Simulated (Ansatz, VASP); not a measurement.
# Ti3Al in VASP and in Ansatz

POSCAR

```
Ti3Al
1.0
    0.0000000000      3.2317810000      3.2317810000
    3.2317810000      0.0000000000      3.2317810000
    3.2317810000      3.2317810000      0.0000000000
Ti Al
3 1
Direct
    0.7500000000      0.7500000000      0.7500000000
    0.2500000000      0.2500000000      0.2500000000
    0.0000000000      0.0000000000      0.0000000000
    0.5000000000      0.5000000000      0.5000000000
```

The input INCAR.step1:

```
SYSTEM = Ti3Al
PREC = Accurate
ENCUT = 520
ISMEAR = 0
SIGMA = 0.1
LREAL = .False.
LASPH = .True.
NELM = 60
NBANDS = 28
GGA = PE
ALGO = Normal
EDIFF = 1E-4
LWAVE = .True.
LCHARG = .False.
```

File INCAR.step2:

```
SYSTEM = Ti3Al
PREC = Accurate
ENCUT = 520
EDIFF = 1E-6
ISMEAR = 0
SIGMA = 0.1
LREAL = .False.
LASPH = .True.
NELM = 60
ALGO = Normal
ISIF = 2
LWAVE = .False.
LCHARG = .True.
METAGGA = R2SCAN
LMIXTAU = .True.
LUSE_VDW = .True.
IVDW_NL = 2
BPARAM = 11.95
CPARAM = 0.0093
LELF = .True.
LVHAR = .True.
NBANDS = 28
ISTART = 1
```

KPOINTS

```
Automatic mesh
0
Gamma
  6 6 6
  0 0 0
```

Input for Ansatz:

```yaml
crystal:
  lattice:
    - [0.0, 3.231781, 3.231781]
    - [3.231781, 0.0, 3.231781]
    - [3.231781, 3.231781, 0.0]
  atoms:
    - { symbol: Ti, position: [0.75, 0.75, 0.75] }
    - { symbol: Ti, position: [0.25, 0.25, 0.25] }
    - { symbol: Ti, position: [0.0, 0.0, 0.0] }
    - { symbol: Al, position: [0.5, 0.5, 0.5] }
basis:
  ecutwfc: 500
kpoints:
  mp_grid: { grid: [6, 6, 6] }
hamiltonian:
  xc: r2scan
  dispersion: rvv10
  pseudopotentials: { kind: paw, azcp: { folder: soft_1 } }
scf:
  occupations: { method: gaussian, width: 0.1 }
output:
  forces: true
  stress: true
  eigenvalues: true
```

Alike in both runs: task single point; functional r2SCAN; dispersion rVV10; k mesh 6 × 6 × 6; occupations gaussian, width 0.1 eV; no spin polarisation.

|  | VASP | Ansatz |
| --- | --- | --- |
| version | VASP 6.6.1 | Ansatz 0.2.0 |
| potentials or method | VASP PAW PBE potentials, release 64 (Ti_sv, Al), cutoff 520 eV | scalar-relativistic, plane waves, PAW |
| valence electrons in the cell | 39 | 39 |

Ansatz gave:

```
gap on the k mesh at the Fermi level (eV) : none
pressure (GPa)                            : -2.9
```

Task: Which values does VASP return?

Result: gap on the k mesh at the Fermi level (eV): none; pressure (GPa): -2.6.

VASP's potentials were made for PBE, not for r2SCAN. A gap of «none» marks a metal or a gap that the smearing closes.
